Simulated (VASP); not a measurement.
A run of VASP 6.6.1:

INCAR

```
ALGO = Normal
EDIFF = 1E-7
ENCUT = 520
GGA = CA
ISIF = 2
ISMEAR = 0
LASPH = True
LCHARG = False
LREAL = False
LWAVE = False
NBANDS = 15
NELM = 60
PREC = Accurate
SIGMA = 0.01
```

Contents of KPOINTS:

```
k-points
0
Gamma
  5 5 5
```

The input POSCAR:

```
CaSe
1.0
    0.0000000000      2.8965282588      2.8965282588
    2.8965282588      0.0000000000      2.8965282588
    2.8965282588      2.8965282588      0.0000000000
Ca Se
1 1
Direct
    0.0000000000      0.0000000000      0.0000000000
    0.5000000000      0.5000000000      0.5000000000
```

Potentials or basis: VASP PAW LDA potentials, release 64 (Ca_sv, Se).

Run with:

```console
$ cat potpaw_LDA.64/Ca_sv/POTCAR potpaw_LDA.64/Se/POTCAR > POTCAR
$ mpirun -np 1 vasp_std > vasp.out
```

Hardware: 1 thread of Intel Xeon 6975P-C, on a shared host.

Question: Estimate the wall time of this run.

Answer: It took 6.7 s on 1 thread of Intel Xeon 6975P-C (shared host), peak memory 0.14 GiB. Counts: scf iterations 13, k points 10.
